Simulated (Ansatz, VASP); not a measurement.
Two plane-wave programs on Al3As

```
Al As
1.0
    -1.94932    1.94932    4.35432
     1.94932   -1.94932    4.35432
     1.94932    1.94932   -4.35432
Al As
3 1
Cartesian
  0.0000 0.0000 4.3543
  1.9493 0.0000 2.1772
  0.0000 1.9493 2.1772
  0.0000 0.0000 0.0000
```

Alike in both runs: task single point; functional PBE; k mesh 6 × 6 × 6; occupations gaussian, width 0.1 eV; no spin polarisation.

|  | VASP | Ansatz |
| --- | --- | --- |
| version | VASP 6.6.1 | Ansatz 0.2.0 |
| potentials or method | VASP PAW PBE potentials, release 64 (Al, As), cutoff 520 eV | scalar-relativistic, plane waves, PAW |
| valence electrons in the cell | 14 | 24 |

```csv
,VASP,Ansatz,Ansatz less VASP
gap on the k mesh at the Fermi level (eV),none,none,-
pressure (GPa),4.3,4.2,-0.08
"traceless stress, the component that is largest in VASP (GPa)",-0.60,-0.58,+0.027
```

A gap of «none» marks a metal or a gap that the smearing closes. VASP's potentials hold 14 valence electrons a cell and Ansatz's 24, so a difference there can come from the potentials and not from the codes.

The k mesh is coarse, so the values compare programs but aren't converged.
